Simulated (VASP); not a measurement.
# Si3S2 (I4/mmm) in VASP: further runs

Si3S2 is run at these levels: PBE; tasks: single point, relaxation of cell and atoms.

All numbers are computed with VASP 6.6.1; they aren't measurements. Logs are shortened: lines on timing, memory, paths and dates and some standing lists are left out, and cuts for length are marked.

### 1 The cell of the first run

It takes space group I4/mmm (No. 139, tetragonal). Conventional cell: a = 4.879 Å, b = 4.879 Å, c = 7.402 Å, α = 90.00°, β = 90.00°, γ = 90.00°. Within 3.1 Å of Si (site symmetry 4mm) lie 2 Si at 2.32 to 2.54 Å and 4 S at 2.70 Å. Si (site symmetry 4/mmm) has 4 S at 2.44 Å and 2 Si at 2.54 Å within 3.2 Å. Within 3.2 Å of S (site symmetry mmm) lie 6 Si at 2.44 to 2.70 Å.

The cell was generated, and may not be a known phase.

### 2 Single point, PBE

Contents of INCAR:

```
SYSTEM = Si3S2
PREC = Accurate ; ENCUT = 520
EDIFF = 1E-6 ; ISMEAR = 0
SIGMA = 0.1 ; LREAL = .FALSE.
LASPH = .TRUE. ; NELM = 60
ALGO = Normal ; ISIF = 2
LWAVE = .FALSE. ; LCHARG = .FALSE.
GGA = PE ; NBANDS = 20
```

Contents of KPOINTS:

```
Automatic mesh
0
G
  6 6 6
  0 0 0
```

Contents of POSCAR:

```
Si3S2
1.0
   -2.4393875746      2.4393875746      3.7010574844
    2.4393875746     -2.4393875746      3.7010574844
    2.4393875746      2.4393875746     -3.7010574844
Si S
3 2
Direct
    0.3434359397      0.3434359397      0.0000000000
    0.6565640603      0.6565640603      0.0000000000
    0.0000000000      0.0000000000      0.0000000000
    0.5000000000      0.0000000000      0.5000000000
    0.0000000000      0.5000000000      0.5000000000
```

Potentials or basis: VASP PAW PBE potentials, release 64 (Si, S).

Command:

```console
cat potpaw_PBE.64/Si/POTCAR potpaw_PBE.64/S/POTCAR > POTCAR
mpirun -np 1 vasp_std > vasp.out
```

OUTCAR:

```text
SYSTEM = Si3S2
   PREC = Accurate
   ENCUT = 520
   EDIFF = 1E-6
   ISMEAR = 0
   LREAL = .FALSE.
   LASPH = .TRUE.
   NELM = 60
   ISIF = 2
   GGA = PE

 ion  position               nearest neighbor table
   1  0.343  0.343  0.000-   2 2.32   3 2.54   5 2.70   4 2.70   4 2.70   5 2.70
   2  0.657  0.657  0.000-   1 2.32   3 2.54   4 2.70   5 2.70   4 2.70   5 2.70
   3  0.000  0.000  0.000-   4 2.44   5 2.44   5 2.44   4 2.44   1 2.54   2 2.54
   4  0.500  0.000  0.500-   3 2.44   3 2.44   2 2.70   2 2.70   1 2.70   1 2.70
   5  0.000  0.500  0.500-   3 2.44   3 2.44   2 2.70   2 2.70   1 2.70   1 2.70

  LATTYP: Found a body centered tetragonal cell.
 ALAT       =     4.8787751492
 C/A-ratio  =     1.5172076479

  Lattice vectors:

 A1 = (  -2.4393875746,   2.4393875746,   3.7010574844)
 A2 = (   2.4393875746,  -2.4393875746,   3.7010574844)
 A3 = (   2.4393875746,   2.4393875746,  -3.7010574844)

Analysis of symmetry for initial positions (statically):
=====================================================================
 Subroutine PRICEL returns:
 Original cell was already a primitive cell.

 Routine SETGRP: Setting up the symmetry group for a
 body centered tetragonal supercell.

 Subroutine GETGRP returns: Found 16 space group operations
 (whereof 16 operations were pure point group operations)
 out of a pool of 16 trial point group operations.

The static configuration has the point symmetry D_4h.

Analysis of symmetry for dynamics (positions and initial velocities):
=====================================================================
 Subroutine PRICEL returns:
 Original cell was already a primitive cell.

 Routine SETGRP: Setting up the symmetry group for a
 body centered tetragonal supercell.

 Subroutine GETGRP returns: Found 16 space group operations
 (whereof 16 operations were pure point group operations)
 out of a pool of 16 trial point group operations.

The dynamic configuration has the point symmetry D_4h.

 Subroutine INISYM returns: Found 16 space group operations
 (whereof 16 operations are pure point group operations),
 and found     1 'primitive' translations

----------------------------------------------------------------------------------------

                                     Primitive cell

  volume of cell :      88.0942

  direct lattice vectors                    reciprocal lattice vectors
    -2.439387575  2.439387575  3.701057484     0.000000000  0.204969479  0.135096524
     2.439387575 -2.439387575  3.701057484     0.204969479  0.000000000  0.135096524
     2.439387575  2.439387575 -3.701057484     0.204969479  0.204969479  0.000000000

  length of vectors
     5.059550373  5.059550373  5.059550373     0.245486370  0.245486370  0.289870617

  position of ions in fractional coordinates (direct lattice)
     0.343435940  0.343435940  0.000000000
     0.656564060  0.656564060  0.000000000
     0.000000000  0.000000000  0.000000000
     0.500000000  0.000000000  0.500000000
     0.000000000  0.500000000  0.500000000

  ion indices of the primitive-cell ions
   primitive index   ion index
                 1           1
                 2           2
                 3           3
                 4           4
                 5           5

----------------------------------------------------------------------------------------

 KPOINTS: Automatic mesh

Automatic generation of k-mesh.
 Grid dimensions read from file:
 generate k-points for:    6    6    6

 Generating k-lattice:

  Cartesian coordinates                     Fractional coordinates (reciprocal lattice)
     0.000000000  0.034161580  0.022516087     0.166666667  0.000000000 -0.000000000
     0.034161580  0.000000000  0.022516087     0.000000000  0.166666667 -0.000000000
     0.034161580  0.034161580  0.000000000     0.000000000  0.000000000  0.166666667

  Length of vectors
     0.040914395  0.040914395  0.048311769

  Shift w.r.t. Gamma in fractional coordinates (k-lattice)
     0.000000000  0.000000000  0.000000000

 Subroutine IBZKPT returns following result:
 ===========================================

 Found     30 irreducible k-points:

 Following reciprocal coordinates:
            Coordinates               Weight
  0.000000  0.000000  0.000000      1.000000
  0.166667  0.000000 -0.000000      8.000000
  0.333333  0.000000 -0.000000      8.000000
  0.500000  0.000000 -0.000000      4.000000
  0.166667  0.166667 -0.000000      8.000000
  0.333333  0.166667 -0.000000     16.000000
[... 16 lines left out ...]
 -0.333333 -0.333333  0.166667      8.000000
 -0.166667 -0.333333  0.166667      8.000000
 [... further k-points ...]
   k-points           NKPTS =     30   k-points in BZ     NKDIM =     30   number of bands    NBANDS=     20
   number of dos      NEDOS =    301   number of ions     NIONS =      5
   total plane-waves  NPLWV =  64000
   dimension x,y,z NGX =    40 NGY =   40 NGZ =   40
   dimension x,y,z NGXF=    80 NGYF=   80 NGZF=   80
   ions per type =               3   2
   NGX,Y,Z   is equivalent  to a cutoff of  13.14, 13.14, 13.14 a.u.
   NGXF,Y,Z  is equivalent  to a cutoff of  26.29, 26.29, 26.29 a.u.
 SYSTEM =  Si3S2
   PREC   = accura    normal or accurate (medium, high low for compatibility)
   ISTART =      0    job   : 0-new  1-cont  2-samecut
   ICHARG =      2    charge: 1-file 2-atom 10-const
   ISPIN  =      1    spin polarized calculation?
   LNONCOLLINEAR =      F non collinear calculations
   LSORBIT =      F    spin-orbit coupling
   LASPH  =      T    aspherical Exc in radial PAW
   ENCUT  =  520.0 eV  38.22 Ry    6.18 a.u.   9.41  9.41  9.41*2*pi/ulx,y,z
   NELM   =     60;   NELMIN=  2; NELMDL= -5     # of ELM steps
   EDIFF  = 0.1E-05   stopping-criterion for ELM
   LREAL  =      F    real-space projection
   EDIFFG = 0.1E-04   stopping-criterion for IOM
   NSW    =      0    number of steps for IOM
   IBRION =     -1    ionic relax: 0-MD 1-quasi-New 2-CG
   NFREE  =      0    steps in history (QN), initial steepest desc. (CG)
   ISIF   =      2    stress and relaxation
   ISYM   =      2    0-nonsym 1-usesym 2-fastsym
   POTIM  = 0.5000    time-step for ionic-motion
   TEBEG  =    0.0;   TEEND  =   0.0 temperature during run
   PSTRESS=    0.0 pullay stress
   NELECT =      24.0000    total number of electrons
   NUPDOWN=      -1.0000    fix difference up-down
   EMIN   =  10.00;   EMAX   =-10.00  energy-range for DOS
   EFERMI =   0.00;   METHOD = LEGACY
   ISMEAR =     0;   SIGMA  =   0.10  broadening in eV -4-tet -1-fermi 0-gaus
   EFERMI_NEDOS =   21; number of points for ismear=-14 and -15
   IALGO  =     38    algorithm
   IMIX   =      4    mixing-type and parameters
     AMIX     =   0.40;   BMIX     =  1.00
     AMIX_MAG =   1.60;   BMIX_MAG =  1.00
  volume/ion in A,a.u.               =      17.62       118.90
  Fermi-wavevector in a.u.,A,eV,Ry     =   1.061279  2.005526 15.324411  1.126312
  Thomas-Fermi vector in A             =   2.196689
   LORBIT       =      0    0 simple, 1 ext, 2 COOP (PROOUT), +10 PAW based schemes
   GGA     = PE    functional components
   LHFCALC =     F    Hartree Fock is set to
   AEXX    =    0.0000 exact exchange contribution
   IVDW    =     0    specifies the selected vdW correction
   LEPSILON=     F    determine dielectric tensor
   LRPA    =     F    only Hartree local field effects (RPA)
 non-spin polarized calculation
 Gauss-broadening in eV      SIGMA  =   0.10
  energy-cutoff  :      520.00
  volume of cell :       88.09
 maximum number of plane-waves:      2388
 NGX is ok and might be reduce to    40
   NGX = 19   NGY = 19   NGZ = 19

 number of electron      23.9999999 magnetization

 Free energy of the ion-electron system (eV)
  ---------------------------------------------------
  ext. energy  EPLUGINS =         0.00000000
  ---------------------------------------------------
  free energy    TOTEN  =       -22.79656643 eV

  energy without entropy =      -22.78634911  energy(sigma->0) =      -22.79145777

 E-fermi :   7.4158     XC(G=0): -10.2836

 val. band max:        7.4125911913   @ k =  -0.3333   0.1667   0.0000
 cond. band min:       7.4681567312   @ k =   0.3333   0.3333   0.1667
 fundamental gap:      0.0555655399
 Fermi energy:         7.4158283347

 k-point     1 :       0.0000    0.0000    0.0000
  band No.  band energies     occupation
      1      -8.1970      2.00000
      2      -5.3957      2.00000
      3       0.2267      2.00000
      4       0.7061      2.00000
      5       0.7061      2.00000
      6       0.9990      2.00000
[... 12 lines left out ...]
     19      15.7791      0.00000
     20      15.9787      0.00000

 k-point     2 :       0.1667    0.0000   -0.0000
  band No.  band energies     occupation
      1      -8.0267      2.00000
      2      -5.5731      2.00000
      3      -0.6546      2.00000
      4       0.0480      2.00000
      5       0.7736      2.00000
      6       1.6764      2.00000
[... 12 lines left out ...]
     19      14.5775      0.00000
     20      15.1785      0.00000

 k-point     3 :       0.3333    0.0000   -0.0000
  band No.  band energies     occupation
      1      -7.5419      2.00000
      2      -6.0958      2.00000
      3      -1.3584      2.00000
      4      -0.8154      2.00000
      5       1.0029      2.00000
      6       1.6874      2.00000
[... 12 lines left out ...]
     19      12.5668      0.00000
     20      14.3503      0.00000

 k-point     4 :       0.5000    0.0000   -0.0000
  band No.  band energies     occupation
      1      -6.8484      2.00000
      2      -6.8209      2.00000
      3      -1.5241      2.00000
      4      -1.2063      2.00000
      5       1.3389      2.00000
      6       1.5943      2.00000
[... 429 lines left out ...]
 k-point    23 :      -0.3333   -0.3333    0.1667
  band No.  band energies     occupation
      1      -7.4926      2.00000
      2      -5.9066      2.00000
      3      -2.1694      2.00000
      4      -0.8785      2.00000
      5       0.8881      2.00000
      6       0.9319      2.00000
[... 12 lines left out ...]
     19      12.7329      0.00000
     20      13.3986      0.00000

 k-point    24 :      -0.1667   -0.3333    0.1667
  band No.  band energies     occupation
      1      -7.7777      2.00000
      2      -5.7167      2.00000
      3      -1.3955      2.00000
      4      -0.4700      2.00000
      5       0.4176      2.00000
      6       1.3512      2.00000
[... 12 lines left out ...]
     19      13.0349      0.00000
     20      14.0517      0.00000

 [... further k-points ...]

------------------------ aborting loop because EDIFF is reached ----------------------------------------

  FORCE on cell =-STRESS in cart. coord.  units (eV):
  Direction    XX          YY          ZZ          XY          YZ          ZX
  --------------------------------------------------------------------------------------
  -------------------------------------------------------------------------------------
  Total       -0.0589903     -0.0589903      0.0732331      0.0000000      0.0000000      0.0000000
  in kB       -1.0728624     -1.0728624      1.3318967      0.0000000      0.0000000      0.0000000
  external PRESSURE =      -0.2712761 kB  Pullay stress =       0.0000000 kB

 VOLUME and BASIS-vectors are now :
 -----------------------------------------------------------------------------
  energy-cutoff  :      520.00
  volume of cell :       88.09
      direct lattice vectors                 reciprocal lattice vectors
    -2.439387575  2.439387575  3.701057484     0.000000000  0.204969479  0.135096524
     2.439387575 -2.439387575  3.701057484     0.204969479  0.000000000  0.135096524
     2.439387575  2.439387575 -3.701057484     0.204969479  0.204969479  0.000000000

 POSITION                                       TOTAL-FORCE (eV/Angst)
 -----------------------------------------------------------------------------------
      0.00000      0.00000      2.54215        -0.000000     -0.000000     -0.018422
      0.00000      0.00000      4.85996         0.000000      0.000000      0.018422
      0.00000      0.00000      0.00000         0.000000      0.000000      0.000000
      0.00000      2.43939      0.00000         0.000000      0.000000     -0.000000
      2.43939      0.00000      0.00000         0.000000      0.000000     -0.000000
 -----------------------------------------------------------------------------------
    total drift:                                0.000000     -0.000000      0.000000

  FREE ENERGIE OF THE ION-ELECTRON SYSTEM (eV)
  ---------------------------------------------------
  free  energy   TOTEN  =       -22.7965664317 eV

  energy  without entropy=      -22.7863491093  energy(sigma->0) =      -22.79145777
```

Run time: 57 s. Hardware: 1 thread of Intel Xeon Platinum 8259CL at 2.50GHz (Skylake/Cascade Lake), shared host; peak memory 0.24 GiB.

What came out:

- Free energy: -22.7966 eV
- Pressure: 0.0 GPa
- Largest force: 0.018 eV/Å
- Band gap on the k mesh: zero (bands 12 and 13 overlap by 2.26 eV)

Forces on the atoms (eV/Å):
```
Si   0.000  0.000 -0.018
Si   0.000  0.000  0.018
Si   0.000  0.000  0.000
S    0.000  0.000  0.000
S    0.000  0.000  0.000
```

Stress tensor (GPa, compression positive):
```
-0.11  0.00  0.00
 0.00 -0.11  0.00
 0.00  0.00  0.13
```

[end of part 1 of 3]

The gap in the log of VASP goes by the Fermi energy; the results here count the filled bands.